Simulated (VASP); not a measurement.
# SnO (P4/nmm) in VASP: notebook

Aim: see how the results for SnO move with the level of theory and the settings. Levels: PBEsol, LDA. Tasks: single point.

All numbers are computed with VASP 6.6.1; they aren't measurements. Logs are shortened: lines on timing, memory, paths and dates and some standing lists are left out, and cuts for length are marked.

## 1. The cell of the first run

Symmetry: P4/nmm, No. 129, tetragonal system. The conventional cell has a = 3.814 Å, b = 3.814 Å, c = 4.887 Å, α = 90.00°, β = 90.00°, γ = 90.00°. Within 2.9 Å of Sn (site symmetry 4mm) lie 4 O at 2.23 Å. Within 2.9 Å of O (site symmetry -4m2) lie 4 Sn at 2.23 Å and 4 O at 2.70 Å.

## 2. Single point, PBEsol

The input, INCAR:

```
SYSTEM = SnO
PREC = Accurate ; ENCUT = 910
EDIFF = 1E-6 ; ISMEAR = -1
SIGMA = 0.05 ; LREAL = .False.
LASPH = .True. ; NELM = 120
ALGO = Normal ; ISIF = 2
LWAVE = .False. ; LCHARG = .False.
GGA = PS ; NBANDS = 28
GGA_COMPAT = .False.
```

The input, KPOINTS:

```
regular mesh
0
Gamma
  7 7 6
  0 0 0
```

The input, POSCAR:

```
SnO
1.0
    3.8136952200      0.0000000000      0.0000000000
    0.0000000000      3.8136952200      0.0000000000
    0.0000000000      0.0000000000      4.8869133000
Sn O
2 2
Direct
    0.5000000000      0.0000000000      0.7646261400
    0.0000000000      0.5000000000      0.2353738600
    0.0000000000      0.0000000000      0.0000000000
    0.5000000000      0.5000000000      0.0000000000
```

Potentials or basis: VASP PAW PBE potentials, release 64 (Sn_d, O_h).

On the command line:

```bash
$ cat potpaw_PBE.64/Sn_d/POTCAR potpaw_PBE.64/O_h/POTCAR > POTCAR
$ mpirun -np 1 vasp_std > vasp.out
```

OUTCAR:

```text
SYSTEM = SnO
   PREC = Accurate
   ENCUT = 910
   EDIFF = 1E-6
   ISMEAR = -1
   LREAL = .False.
   LASPH = .True.
   NELM = 120
   ISIF = 2
   GGA = PS

 ion  position               nearest neighbor table
   1  0.500  0.000  0.765-   3 2.23   4 2.23   4 2.23   3 2.23   2 3.54   2 3.54   2 3.54   2 3.54
                             2 3.74   2 3.74   2 3.74   2 3.74
   2  0.000  0.500  0.235-   3 2.23   4 2.23   3 2.23   4 2.23   1 3.54   1 3.54   1 3.54   1 3.54
                             1 3.74   1 3.74   1 3.74   1 3.74
   3  0.000  0.000  0.000-   1 2.23   2 2.23   2 2.23   1 2.23
   4  0.500  0.500  0.000-   1 2.23   2 2.23   1 2.23   2 2.23

  LATTYP: Found a simple tetragonal cell.
 ALAT       =     3.8136952200
 C/A-ratio  =     1.2814116016

  Lattice vectors:

 A1 = (   3.8136952200,   0.0000000000,   0.0000000000)
 A2 = (   0.0000000000,   3.8136952200,   0.0000000000)
 A3 = (   0.0000000000,   0.0000000000,   4.8869133000)

Analysis of symmetry for initial positions (statically):
=====================================================================
 Subroutine PRICEL returns:
 Original cell was already a primitive cell.

 Routine SETGRP: Setting up the symmetry group for a
 simple tetragonal supercell.

 Subroutine GETGRP returns: Found 16 space group operations
 (whereof  8 operations were pure point group operations)
 out of a pool of 16 trial point group operations.

The static configuration has the point symmetry D_2d.
 The point group associated with its full space group is D_4h.

Analysis of symmetry for dynamics (positions and initial velocities):
=====================================================================
 Subroutine PRICEL returns:
 Original cell was already a primitive cell.

 Routine SETGRP: Setting up the symmetry group for a
 simple tetragonal supercell.

 Subroutine GETGRP returns: Found 16 space group operations
 (whereof  8 operations were pure point group operations)
 out of a pool of 16 trial point group operations.

The dynamic configuration has the point symmetry D_2d.
 The point group associated with its full space group is D_4h.

 Subroutine INISYM returns: Found 16 space group operations
 (whereof  8 operations are pure point group operations),
 and found     1 'primitive' translations

----------------------------------------------------------------------------------------

                                     Primitive cell

  volume of cell :      71.0766

  direct lattice vectors                    reciprocal lattice vectors
     3.813695220  0.000000000  0.000000000     0.262212878  0.000000000  0.000000000
     0.000000000  3.813695220  0.000000000     0.000000000  0.262212878  0.000000000
     0.000000000  0.000000000  4.886913300     0.000000000  0.000000000  0.204628144

  length of vectors
     3.813695220  3.813695220  4.886913300     0.262212878  0.262212878  0.204628144

  position of ions in fractional coordinates (direct lattice)
     0.500000000  0.000000000  0.764626140
     0.000000000  0.500000000  0.235373860
     0.000000000  0.000000000  0.000000000
     0.500000000  0.500000000  0.000000000

  ion indices of the primitive-cell ions
   primitive index   ion index
                 1           1
                 2           2
                 3           3
                 4           4

----------------------------------------------------------------------------------------

 KPOINTS: regular mesh

Automatic generation of k-mesh.
 Grid dimensions read from file:
 generate k-points for:    7    7    6

 Generating k-lattice:

  Cartesian coordinates                     Fractional coordinates (reciprocal lattice)
     0.037458983  0.000000000  0.000000000     0.142857143  0.000000000  0.000000000
     0.000000000  0.037458983  0.000000000     0.000000000  0.142857143  0.000000000
     0.000000000  0.000000000  0.034104691     0.000000000  0.000000000  0.166666667

  Length of vectors
     0.037458983  0.037458983  0.034104691

  Shift w.r.t. Gamma in fractional coordinates (k-lattice)
     0.000000000  0.000000000  0.000000000

 Subroutine IBZKPT returns following result:
 ===========================================

 Found     40 irreducible k-points:

 Following reciprocal coordinates:
            Coordinates               Weight
  0.000000  0.000000  0.000000      1.000000
  0.142857  0.000000  0.000000      4.000000
  0.285714  0.000000  0.000000      4.000000
  0.428571  0.000000  0.000000      4.000000
  0.142857  0.142857  0.000000      4.000000
  0.285714  0.142857  0.000000      8.000000
[... 16 lines left out ...]
  0.285714  0.000000  0.333333      8.000000
  0.428571  0.000000  0.333333      8.000000
 [... further k-points ...]
   k-points           NKPTS =     40   k-points in BZ     NKDIM =     40   number of bands    NBANDS=     28
   number of dos      NEDOS =    301   number of ions     NIONS =      4
   total plane-waves  NPLWV =  76800
   dimension x,y,z NGX =    40 NGY =   40 NGZ =   48
   dimension x,y,z NGXF=    80 NGYF=   80 NGZF=   96
   ions per type =               2   2
   NGX,Y,Z   is equivalent  to a cutoff of  17.44, 17.44, 16.33 a.u.
   NGXF,Y,Z  is equivalent  to a cutoff of  34.87, 34.87, 32.66 a.u.
 SYSTEM =  SnO
   PREC   = accura    normal or accurate (medium, high low for compatibility)
   ISTART =      0    job   : 0-new  1-cont  2-samecut
   ICHARG =      2    charge: 1-file 2-atom 10-const
   ISPIN  =      1    spin polarized calculation?
   LNONCOLLINEAR =      F non collinear calculations
   LSORBIT =      F    spin-orbit coupling
   LASPH  =      T    aspherical Exc in radial PAW
   ENCUT  =  910.0 eV  66.88 Ry    8.18 a.u.   9.38  9.38 12.02*2*pi/ulx,y,z
   NELM   =    120;   NELMIN=  2; NELMDL= -5     # of ELM steps
   EDIFF  = 0.1E-05   stopping-criterion for ELM
   LREAL  =      F    real-space projection
   EDIFFG = 0.1E-04   stopping-criterion for IOM
   NSW    =      0    number of steps for IOM
   IBRION =     -1    ionic relax: 0-MD 1-quasi-New 2-CG
   NFREE  =      0    steps in history (QN), initial steepest desc. (CG)
   ISIF   =      2    stress and relaxation
   ISYM   =      2    0-nonsym 1-usesym 2-fastsym
   POTIM  = 0.5000    time-step for ionic-motion
   TEBEG  =    0.0;   TEEND  =   0.0 temperature during run
   PSTRESS=    0.0 pullay stress
   NELECT =      40.0000    total number of electrons
   NUPDOWN=      -1.0000    fix difference up-down
   EMIN   =  10.00;   EMAX   =-10.00  energy-range for DOS
   EFERMI =   0.00;   METHOD = LEGACY
   ISMEAR =    -1;   SIGMA  =   0.05  broadening in eV -4-tet -1-fermi 0-gaus
   EFERMI_NEDOS =   21; number of points for ismear=-14 and -15
   IALGO  =     38    algorithm
   IMIX   =      4    mixing-type and parameters
     AMIX     =   0.40;   BMIX     =  1.00
     AMIX_MAG =   1.60;   BMIX_MAG =  1.00
  volume/ion in A,a.u.               =      17.77       119.91
  Fermi-wavevector in a.u.,A,eV,Ry     =   1.351614  2.554180 24.855939  1.826860
  Thomas-Fermi vector in A             =   2.479021
   LORBIT       =      0    0 simple, 1 ext, 2 COOP (PROOUT), +10 PAW based schemes
   GGA     = PS    functional components
   LHFCALC =     F    Hartree Fock is set to
   AEXX    =    0.0000 exact exchange contribution
   IVDW    =     0    specifies the selected vdW correction
   LEPSILON=     F    determine dielectric tensor
   LRPA    =     F    only Hartree local field effects (RPA)
 non-spin polarized calculation
  energy-cutoff  :      910.00
  volume of cell :       71.08
 maximum number of plane-waves:      4454
 NGX is ok and might be reduce to    40
   NGX = 19   NGY = 19   NGZ = 25

 number of electron      39.9999995 magnetization

 Free energy of the ion-electron system (eV)
  ---------------------------------------------------
  ext. energy  EPLUGINS =         0.00000000
  ---------------------------------------------------
  free energy    TOTEN  =       -24.22054642 eV

  energy without entropy =      -24.22017611  energy(sigma->0) =      -24.22036126

 E-fermi :   7.2234     XC(G=0): -10.4048

 val. band max:        7.0354085999   @ k =   0.0000   0.0000   0.0000
 cond. band min:       7.4023007254   @ k =   0.4286   0.4286   0.0000
 fundamental gap:      0.3668921254
 Fermi energy:         7.2233824175

 k-point     1 :       0.0000    0.0000    0.0000
  band No.  band energies     occupation
      1     -14.8302      2.00000
      2     -14.3881      2.00000
      3     -14.3881      2.00000
      4     -14.3859      2.00000
      5     -14.3399      2.00000
      6     -14.3339      2.00000
[... 20 lines left out ...]
     27      13.7948      0.00000
     28      14.1930      0.00000

 k-point     2 :       0.1429    0.0000    0.0000
  band No.  band energies     occupation
      1     -14.8194      2.00000
      2     -14.3932      2.00000
      3     -14.3839      2.00000
      4     -14.3835      2.00000
      5     -14.3494      2.00000
      6     -14.3421      2.00000
[... 20 lines left out ...]
     27      14.0332      0.00000
     28      15.6806      0.00000

 k-point     3 :       0.2857    0.0000    0.0000
  band No.  band energies     occupation
      1     -14.7895      2.00000
      2     -14.5243      2.00000
      3     -14.3720      2.00000
      4     -14.3715      2.00000
      5     -14.3493      2.00000
      6     -14.3472      2.00000
[... 20 lines left out ...]
     27      14.4054      0.00000
     28      17.8696      0.00000

 k-point     4 :       0.4286    0.0000    0.0000
  band No.  band energies     occupation
      1     -14.7378      2.00000
      2     -14.6519      2.00000
      3     -14.3599      2.00000
      4     -14.3557      2.00000
      5     -14.3526      2.00000
      6     -14.3454      2.00000
[... 20 lines left out ...]
     27      15.0194      0.00000
     28      16.1835      0.00000

 k-point     5 :       0.1429    0.1429    0.0000
  band No.  band energies     occupation
      1     -14.8109      2.00000
      2     -14.4323      2.00000
      3     -14.3903      2.00000
      4     -14.3741      2.00000
      5     -14.3679      2.00000
      6     -14.3395      2.00000
[... 20 lines left out ...]
     27      15.1369      0.00000
     28      16.1832      0.00000

 k-point     6 :       0.2857    0.1429    0.0000
  band No.  band energies     occupation
      1     -14.7872      2.00000
      2     -14.5588      2.00000
      3     -14.3827      2.00000
      4     -14.3588      2.00000
      5     -14.3526      2.00000
      6     -14.3428      2.00000
[... 463 lines left out ...]
      5     -14.3300      2.00000
      6     -14.3222      2.00000
[... 20 lines left out ...]
     27      14.6332      0.00000
     28      14.8781      0.00000

 k-point    22 :       0.1429    0.0000    0.3333
  band No.  band energies     occupation
      1     -14.8107      2.00000
      2     -14.4120      2.00000
      3     -14.3725      2.00000
      4     -14.3693      2.00000
      5     -14.3564      2.00000
      6     -14.3361      2.00000
[... 20 lines left out ...]
     27      14.7046      0.00000
     28      15.8512      0.00000

 k-point    23 :       0.2857    0.0000    0.3333
  band No.  band energies     occupation
      1     -14.7875      2.00000
      2     -14.5449      2.00000
      3     -14.3798      2.00000
      4     -14.3562      2.00000
      5     -14.3546      2.00000
      6     -14.3534      2.00000
[... 20 lines left out ...]
     27      15.1960      0.00000
     28      17.3069      0.00000

 k-point    24 :       0.4286    0.0000    0.3333
  band No.  band energies     occupation
      1     -14.7445      2.00000
      2     -14.6667      2.00000
      3     -14.3811      2.00000
      4     -14.3723      2.00000
      5     -14.3478      2.00000
      6     -14.3439      2.00000
[... 20 lines left out ...]
     27      15.7700      0.00000
     28      16.6171      0.00000

 [... further k-points ...]

------------------------ aborting loop because EDIFF is reached ----------------------------------------

  FORCE on cell =-STRESS in cart. coord.  units (eV):
  Direction    XX          YY          ZZ          XY          YZ          ZX
  --------------------------------------------------------------------------------------
  -------------------------------------------------------------------------------------
  Total       -0.1843613     -0.1843613     -0.2417930      0.0000000      0.0000000      0.0000000
  in kB       -4.1557918     -4.1557918     -5.4503908      0.0000000      0.0000000      0.0000000
  external PRESSURE =      -4.5873248 kB  Pullay stress =       0.0000000 kB

 VOLUME and BASIS-vectors are now :
 -----------------------------------------------------------------------------
  energy-cutoff  :      910.00
  volume of cell :       71.08
      direct lattice vectors                 reciprocal lattice vectors
     3.813695220  0.000000000  0.000000000     0.262212878  0.000000000  0.000000000
     0.000000000  3.813695220  0.000000000     0.000000000  0.262212878  0.000000000
     0.000000000  0.000000000  4.886913300     0.000000000  0.000000000  0.204628144

 POSITION                                       TOTAL-FORCE (eV/Angst)
 -----------------------------------------------------------------------------------
      1.90685      0.00000      3.73666         0.000000      0.000000     -0.153540
      0.00000      1.90685      1.15025        -0.000000      0.000000      0.153540
      0.00000      0.00000      0.00000         0.000000     -0.000000     -0.000000
      1.90685      1.90685      0.00000        -0.000000      0.000000     -0.000000
 -----------------------------------------------------------------------------------
    total drift:                               -0.000000      0.000000     -0.000000

  FREE ENERGIE OF THE ION-ELECTRON SYSTEM (eV)
  ---------------------------------------------------
  free  energy   TOTEN  =       -24.2205464168 eV

  energy  without entropy=      -24.2201761070  energy(sigma->0) =      -24.22036126
```

Wall time 2.4 min (1 thread of Intel Xeon Platinum 8488C (Sapphire Rapids), shared host); peak memory 0.34 GiB.

Results:

| Quantity | Value |
| --- | --- |
| Free energy | -24.2205 eV |
| Pressure | -0.5 GPa |
| Largest force | 0.154 eV/Å |
| Band gap on the k mesh | 0.37 eV (least direct gap 1.96 eV) |

Forces on the atoms (eV/Å):
```
Sn   0.000  0.000 -0.154
Sn   0.000  0.000  0.154
O    0.000  0.000  0.000
O    0.000  0.000  0.000
```

Stress tensor (GPa, compression positive):
```
-0.42  0.00  0.00
 0.00 -0.42  0.00
 0.00  0.00 -0.55
```

Caveat: the cutoff is under 1.25 times the usual one of these potentials, so pressure, stress and relaxed cells hold a basis-set (Pulay) error; the PAW data sets were made with another functional, which shifts forces and pressure a little; spin-orbit coupling is left out, which moves the levels of the heavy elements; an odd mesh through Γ misses points on the zone boundary, where band edges can lie.

## 3. Single point, LDA (16.70 Å³/atom)

This run uses another cell than the first one, of 16.70 Å³/atom.

The input, INCAR:

```
SYSTEM = SnO
  ALGO = Normal
  EDIFF = 1E-6
  ENCUT = 600
  GGA_COMPAT = .FALSE.
  ISIF = 2
  ISMEAR = -1
  LASPH = .TRUE.
  LCHARG = .TRUE.
  LELF = .TRUE.
  LREAL = .FALSE.
  LVHAR = .TRUE.
  LWAVE = .FALSE.
  NBANDS = 28
  NELM = 120
  PREC = Accurate
  SIGMA = 0.05
```

The input, KPOINTS:

```
k-points
0
G
  7 7 6
  0 0 0
```

The input, POSCAR:

```
SnO
1.0
    3.7358428604      0.0000000000      0.0000000000
    0.0000000000      3.7358428604      0.0000000000
    0.0000000000      0.0000000000      4.7871523832
Sn O
2 2
Direct
    0.5000000000      0.0000000000      0.7646261400
    0.0000000000      0.5000000000      0.2353738600
    0.0000000000      0.0000000000      0.0000000000
    0.5000000000      0.5000000000      0.0000000000
```

Potentials or basis: VASP PAW LDA potentials, release 64 (Sn_d, O).

On the command line:

```bash
$ cat potpaw_LDA.64/Sn_d/POTCAR potpaw_LDA.64/O/POTCAR > POTCAR
$ mpirun -np 1 vasp_std > vasp.out
```

Run time: 1.8 min. Hardware: 1 thread of Intel Xeon Platinum 8488C (Sapphire Rapids), shared host; peak memory 0.2 GiB.

The run converged. Its results:

```
Free energy            : -25.6961 eV
Pressure               : 3.3 GPa
Largest force          : 0.791 eV/Å
Band gap on the k mesh : 0.23 eV (least direct gap 1.95 eV)
```

Forces on the atoms (eV/Å):
```
Sn   0.000  0.000 -0.791
Sn   0.000  0.000  0.791
O    0.000  0.000  0.000
O    0.000  0.000  0.000
```

Stress tensor (GPa, compression positive):
```
3.67 0.00 0.00
0.00 3.67 0.00
0.00 0.00 2.52
```

Levels at points of the mesh, in eV from the valence-band top:
```tsv
k point	band 17	band 18	band 19	band 20	band 21	band 22	band 23	band 24
(0.00, 0.00, 0.00)	-3.85	-3.57	-3.57	0.00	2.15	4.07	4.80	4.80
(0.00, 0.00, 0.50)	-3.58	-3.58	-3.01	-2.46	1.44	2.90	2.90	3.72
```

Caveat: the cell stands under pressure; spin-orbit coupling is left out, which moves the levels of the heavy elements; an odd mesh through Γ misses points on the zone boundary, where band edges can lie.
